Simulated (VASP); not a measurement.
# Se (R-3m) in VASP: relaxation of cell and atoms with PBE

Aim: the relaxation of cell and atoms of Se with PBE.

Everything below comes from runs of VASP 6.6.1. Logs are shortened: lines on timing, memory, paths and dates and some standing lists are left out, and cuts for length are marked.

**1. The cell of the first run**

The structure is trigonal, space group R-3m (No. 166). The conventional cell has a = 3.923 Å, b = 3.923 Å, c = 10.397 Å, α = 90.00°, β = 90.00°, γ = 120.00°. Se (site symmetry 3m) has 6 Se at 2.64 to 3.09 Å within 3.5 Å.

**2. Relaxation of cell and atoms, PBE**

Contents of INCAR:

```
ALGO = Normal
EDIFF = 1E-6
EDIFFG = -0.005
ENCUT = 600
GGA = PE
IBRION = 2
ISIF = 3
ISMEAR = -1
LASPH = T
LCHARG = F
LREAL = F
LWAVE = F
NELM = 60
NSW = 60
PREC = Accurate
SIGMA = 0.08
```

Contents of KPOINTS:

```
k-points
0
Gamma
  13 13 13
```

Contents of POSCAR:

```
Se
1.0
    1.9616984362     -1.1325871202      3.4656672373
    0.0000000000      2.2651742404      3.4656672373
   -1.9616984362     -1.1325871202      3.4656672373
Se
2
Direct
    0.2320000000      0.2320000000      0.2320000000
   -0.2320000000     -0.2320000000     -0.2320000000
```

Potentials or basis: VASP PAW PBE potentials, release 64 (Se).

Run with:

```
$ cat potpaw_PBE.64/Se/POTCAR > POTCAR
$ mpirun -np 1 vasp_std > vasp.out
```

OUTCAR:

```text
EDIFF = 1E-6
   EDIFFG = -0.005
   ENCUT = 600
   GGA = PE
   IBRION = 2
   ISIF = 3
   ISMEAR = -1
   LASPH = T
   LREAL = F
   NELM = 60
   NSW = 60
   PREC = Accurate

 ion  position               nearest neighbor table
   1  0.232  0.232  0.232-   2 2.64   2 2.64   2 2.64
   2  0.768  0.768  0.768-   1 2.64   1 2.64   1 2.64

  LATTYP: Found a trigonal (rhomboedric) cell.
 ALAT       =     4.1402733894
 COS(alpha) =     0.5510102270

  Lattice vectors:

 A1 = (   1.9616984362,  -1.1325871202,   3.4656672373)
 A2 = (   0.0000000000,   2.2651742404,   3.4656672373)
 A3 = (  -1.9616984362,  -1.1325871202,   3.4656672373)

Analysis of symmetry for initial positions (statically):
=====================================================================
 Subroutine PRICEL returns:
 Original cell was already a primitive cell.

 Routine SETGRP: Setting up the symmetry group for a
 trigonal (rhombohedral) supercell.

 Subroutine GETGRP returns: Found 12 space group operations
 (whereof 12 operations were pure point group operations)
 out of a pool of 12 trial point group operations.

The static configuration has the point symmetry D_3d.

Analysis of symmetry for dynamics (positions and initial velocities):
=====================================================================
 Subroutine PRICEL returns:
 Original cell was already a primitive cell.

 Routine SETGRP: Setting up the symmetry group for a
 trigonal (rhombohedral) supercell.

 Subroutine GETGRP returns: Found 12 space group operations
 (whereof 12 operations were pure point group operations)
 out of a pool of 12 trial point group operations.

The dynamic configuration has the point symmetry D_3d.

 Subroutine INISYM returns: Found 12 space group operations
 (whereof 12 operations are pure point group operations),
 and found     1 'primitive' translations

----------------------------------------------------------------------------------------

                                     Primitive cell

  volume of cell :      46.2000

  direct lattice vectors                    reciprocal lattice vectors
     1.961698436 -1.132587120  3.465667237     0.254881174 -0.147155714  0.096181575
     0.000000000  2.265174240  3.465667237     0.000000000  0.294311429  0.096181575
    -1.961698436 -1.132587120  3.465667237    -0.254881174 -0.147155714  0.096181575

  length of vectors
     4.140273389  4.140273389  4.140273389     0.309628991  0.309628991  0.309628991

  position of ions in fractional coordinates (direct lattice)
     0.232000000  0.232000000  0.232000000
     0.768000000  0.768000000  0.768000000

  ion indices of the primitive-cell ions
   primitive index   ion index
                 1           1
                 2           2

----------------------------------------------------------------------------------------

 KPOINTS: k-points

Automatic generation of k-mesh.
 Grid dimensions read from file:
 generate k-points for:   13   13   13

 Generating k-lattice:

  Cartesian coordinates                     Fractional coordinates (reciprocal lattice)
     0.019606244 -0.011319670  0.007398583     0.076923077  0.000000000  0.000000000
     0.000000000  0.022639341  0.007398583     0.000000000  0.076923077  0.000000000
    -0.019606244 -0.011319670  0.007398583     0.000000000  0.000000000  0.076923077

  Length of vectors
     0.023817615  0.023817615  0.023817615

  Shift w.r.t. Gamma in fractional coordinates (k-lattice)
     0.000000000  0.000000000  0.000000000

 Subroutine IBZKPT returns following result:
 ===========================================

 Found    231 irreducible k-points:

 Following reciprocal coordinates:
            Coordinates               Weight
  0.000000  0.000000  0.000000      1.000000
  0.076923  0.000000 -0.000000      6.000000
  0.153846  0.000000  0.000000      6.000000
  0.230769  0.000000  0.000000      6.000000
  0.307692  0.000000  0.000000      6.000000
  0.384615  0.000000 -0.000000      6.000000
[... 16 lines left out ...]
  0.384615  0.153846  0.000000     12.000000
  0.461538  0.153846  0.000000     12.000000
 [... further k-points ...]
   k-points           NKPTS =    231   k-points in BZ     NKDIM =    231   number of bands    NBANDS=     10
   number of dos      NEDOS =    301   number of ions     NIONS =      2
   total plane-waves  NPLWV =  46656
   dimension x,y,z NGX =    36 NGY =   36 NGZ =   36
   dimension x,y,z NGXF=    72 NGYF=   72 NGZF=   72
   ions per type =               2
   NGX,Y,Z   is equivalent  to a cutoff of  14.46, 14.46, 14.46 a.u.
   NGXF,Y,Z  is equivalent  to a cutoff of  28.91, 28.91, 28.91 a.u.
 SYSTEM =  unknown system
   PREC   = accura    normal or accurate (medium, high low for compatibility)
   ISTART =      0    job   : 0-new  1-cont  2-samecut
   ICHARG =      2    charge: 1-file 2-atom 10-const
   ISPIN  =      1    spin polarized calculation?
   LNONCOLLINEAR =      F non collinear calculations
   LSORBIT =      F    spin-orbit coupling
   LASPH  =      T    aspherical Exc in radial PAW
   ENCUT  =  600.0 eV  44.10 Ry    6.64 a.u.   8.27  8.27  8.27*2*pi/ulx,y,z
   NELM   =     60;   NELMIN=  2; NELMDL= -5     # of ELM steps
   EDIFF  = 0.1E-05   stopping-criterion for ELM
   LREAL  =      F    real-space projection
   EDIFFG = -.5E-02   stopping-criterion for IOM
   NSW    =     60    number of steps for IOM
   IBRION =      2    ionic relax: 0-MD 1-quasi-New 2-CG
   NFREE  =      1    steps in history (QN), initial steepest desc. (CG)
   ISIF   =      3    stress and relaxation
   ISYM   =      2    0-nonsym 1-usesym 2-fastsym
   POTIM  = 0.5000    time-step for ionic-motion
   TEBEG  =    0.0;   TEEND  =   0.0 temperature during run
   PSTRESS=    0.0 pullay stress
   NELECT =      12.0000    total number of electrons
   NUPDOWN=      -1.0000    fix difference up-down
   EMIN   =  10.00;   EMAX   =-10.00  energy-range for DOS
   EFERMI =   0.00;   METHOD = LEGACY
   ISMEAR =    -1;   SIGMA  =   0.08  broadening in eV -4-tet -1-fermi 0-gaus
   EFERMI_NEDOS =   21; number of points for ismear=-14 and -15
   IALGO  =     38    algorithm
   IMIX   =      4    mixing-type and parameters
     AMIX     =   0.40;   BMIX     =  1.00
     AMIX_MAG =   1.60;   BMIX_MAG =  1.00
  volume/ion in A,a.u.               =      23.10       155.89
  Fermi-wavevector in a.u.,A,eV,Ry     =   1.044531  1.973877 14.844563  1.091045
  Thomas-Fermi vector in A             =   2.179287
   LORBIT       =      0    0 simple, 1 ext, 2 COOP (PROOUT), +10 PAW based schemes
   GGA     = PE    functional components
   LHFCALC =     F    Hartree Fock is set to
   AEXX    =    0.0000 exact exchange contribution
   IVDW    =     0    specifies the selected vdW correction
   LEPSILON=     F    determine dielectric tensor
   LRPA    =     F    only Hartree local field effects (RPA)
 conjugate gradient relaxation of ions
 non-spin polarized calculation
  energy-cutoff  :      600.00
  volume of cell :       46.20
 maximum number of plane-waves:      1558
 NGX is ok and might be reduce to    36
   NGX = 17   NGY = 17   NGZ = 17

--------------------------------------- Ionic step        1  -------------------------------------------

 number of electron      12.0000000 magnetization

 Free energy of the ion-electron system (eV)
  ---------------------------------------------------
  ext. energy  EPLUGINS =         0.00000000
  ---------------------------------------------------
  free energy    TOTEN  =        -6.28561229 eV

  energy without entropy =       -6.25902918  energy(sigma->0) =       -6.27232074

------------------------ aborting loop because EDIFF is reached ----------------------------------------

  FORCE on cell =-STRESS in cart. coord.  units (eV):
  Direction    XX          YY          ZZ          XY          YZ          ZX
  --------------------------------------------------------------------------------------
  -------------------------------------------------------------------------------------
  Total        1.5342974      1.5342974     -0.1208351      0.0000000      0.0000000     -0.0000000
  in kB       53.2081487     53.2081487     -4.1904615      0.0000000      0.0000000     -0.0000000
  external PRESSURE =      34.0752786 kB  Pullay stress =       0.0000000 kB
[... 89 lines left out ...]
  FREE ENERGIE OF THE ION-ELECTRON SYSTEM (eV)
  ---------------------------------------------------
  free  energy   TOTEN  =        -6.5225520025 eV

  energy  without entropy=       -6.4976823672  energy(sigma->0) =       -6.51011718

[... ionic steps 4 to 11 ...]

--------------------------------------- Ionic step       12  -------------------------------------------

 number of electron      12.0000001 magnetization

------------------------ aborting loop because EDIFF is reached ----------------------------------------

  FORCE on cell =-STRESS in cart. coord.  units (eV):
  Direction    XX          YY          ZZ          XY          YZ          ZX
  --------------------------------------------------------------------------------------
  -------------------------------------------------------------------------------------
  Total       -0.0043880     -0.0043880      0.0070266      0.0000000      0.0000000     -0.0000000
  in kB       -0.1549598     -0.1549598      0.2481377      0.0000000      0.0000000     -0.0000000
  external PRESSURE =      -0.0205940 kB  Pullay stress =       0.0000000 kB
[... 57 lines left out ...]
  energy  without entropy=       -6.6483602639  energy(sigma->0) =       -6.65885713

--------------------------------------- Ionic step       14  -------------------------------------------

 number of electron      12.0000001 magnetization

 Free energy of the ion-electron system (eV)
  ---------------------------------------------------
  ext. energy  EPLUGINS =         0.00000000
  ---------------------------------------------------
  free energy    TOTEN  =        -6.66936204 eV

  energy without entropy =       -6.64837826  energy(sigma->0) =       -6.65887015

 E-fermi :   4.6459     XC(G=0):  -9.9005

 val. band max:        4.6222237569   @ k =  -0.3846   0.2308  -0.0000
 cond. band min:       4.6550254279   @ k =   0.3846   0.3077   0.1538
 fundamental gap:      0.0328016711
 Fermi energy:         4.6459049391

 k-point     1 :       0.0000    0.0000    0.0000
  band No.  band energies     occupation
      1     -11.3546      2.00000
      2      -5.2021      2.00000
      3       1.3424      2.00000
      4       1.3424      2.00000
      5       1.3500      2.00000
      6       6.0296      0.00000
      7       6.0334      0.00000
      8       6.0334      0.00000
      9      10.5185      0.00000
     10      10.5287      0.00000
[... 287 lines left out ...]
 k-point    24 :       0.4615    0.1538    0.0000
  band No.  band energies     occupation
      1      -9.5103      2.00000
      2      -7.9785      2.00000
      3       0.4844      2.00000
      4       0.9337      2.00000
      5       1.0102      2.00000
      6       4.6137      1.19851
      7       4.7654      0.36662
      8       4.9116      0.06974
      9      10.8813      0.00000
     10      14.5917      0.00000

 [... further k-points ...]

------------------------ aborting loop because EDIFF is reached ----------------------------------------

  FORCE on cell =-STRESS in cart. coord.  units (eV):
  Direction    XX          YY          ZZ          XY          YZ          ZX
  --------------------------------------------------------------------------------------
  -------------------------------------------------------------------------------------
  Total       -0.0047455     -0.0047455     -0.0015002      0.0000000      0.0000000     -0.0000000
  in kB       -0.1675493     -0.1675493     -0.0529681      0.0000000      0.0000000     -0.0000000
  external PRESSURE =      -0.1293556 kB  Pullay stress =       0.0000000 kB
[... 17 lines left out ...]
  FREE ENERGIE OF THE ION-ELECTRON SYSTEM (eV)
  ---------------------------------------------------
  free  energy   TOTEN  =        -6.6693620445 eV

  energy  without entropy=       -6.6483782587  energy(sigma->0) =       -6.65887015

 reached required accuracy - stopping structural energy minimisation
```

Wall time 6.4 min (1 thread of Intel Xeon 6975P-C (Granite Rapids), shared host); peak memory 0.28 GiB.

What came out:

| Item | Value |
| --- | --- |
| Free energy | -6.6694 eV |
| Relaxed volume | 22.69 Å³/atom |
| Relaxed cell | a = 4.003 Å, b = 4.003 Å, c = 4.003 Å, α = 60.03°, β = 60.03°, γ = 60.03° |
| Space group after relaxing (to 0.1 Å) | Pm-3m (No. 221) |
| Energy gained by relaxing | 191.9 meV/atom |
| Ionic steps | 14 |
| Pressure after relaxing | 0.0 GPa |
| Band gap on the k mesh | zero (bands 6 and 7 overlap by 4.65 eV) |

Forces on the atoms (eV/Å):
```
Se   0.000  0.000 -0.002
Se   0.000  0.000  0.002
```

Step by step:
```csv
step,energy change (eV),largest force (eV/Å),pressure (GPa),volume (Å³)
1,0.0000,1.7850,3.41,46.20
2,-0.2297,0.7527,-3.94,49.54
3,-0.2369,0.5736,-4.99,50.27
4,-0.3791,0.0768,-1.36,46.30
5,-0.3830,0.0551,-0.41,45.64
6,-0.3837,0.0079,-0.02,45.38
7,-0.3837,0.0078,-0.01,45.38
8,-0.3837,0.0065,-0.01,45.38
9,-0.3837,0.0052,-0.01,45.39
10,-0.3837,0.0019,-0.01,45.38
11,-0.3837,0.0081,0.05,45.34
12,-0.3837,0.0071,0.00,45.37
13,-0.3837,0.0063,-0.03,45.39
14,-0.3837,0.0023,-0.01,45.38
```

Final structure:
```
Se
1.0
     2.00231   -1.15603    3.26738
     0.00000    2.31207    3.26738
    -2.00231   -1.15603    3.26738
Se
2
Direct
  0.25002 0.25002 0.25002
  0.74998 0.74998 0.74998
```

Levels at points of the mesh, in eV from the Fermi level:
```
           k point  band 4  band 5  band 6  band 7  band 8  band 9
(0.00, 0.00, 0.00)   -3.30   -3.30    1.38    1.39    1.39    5.87
```

The gap in the log of VASP goes by the Fermi energy; the results here count the filled bands.